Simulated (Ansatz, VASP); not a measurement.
Be in VASP and in Ansatz

```
Be
1.0
     3.69618    0.00000    0.00000
     0.00000    3.69618    0.00000
     0.00000    0.00000    2.25045
Be
4
Cartesian
  1.0993 1.0993 0.0000
  2.5969 2.5969 0.0000
  0.7488 2.9474 1.1252
  2.9474 0.7488 1.1252
```

Change from the starting cell: volume scaled by 0.96.

Alike in both runs: task single point; functional PBE; k mesh 9 × 9 × 14; occupations fermi-dirac, width 0.05 eV; no spin polarisation.

```csv
,VASP,Ansatz
version,VASP 6.6.1,Ansatz 0.2.0
potentials or method,"VASP PAW PBE potentials, release 64 (Be), cutoff 520 eV","all-electron LAPW, scalar-relativistic"
```

Ansatz gave:

* pressure (GPa): 5.2
* traceless stress, the component that is largest in VASP (GPa): -0.55
* rms of the force components (eV/Å): 0.011

Task: What did VASP give for the same quantities?

Result: Pressure (GPa): 5.4; traceless stress, the component that is largest in VASP (GPa): -0.55; rms of the force components (eV/Å): 0.012.

Atom by atom the forces differ by 0.001 eV/Å (rms over components). Ansatz ran all-electron here, and VASP with PAW potentials.
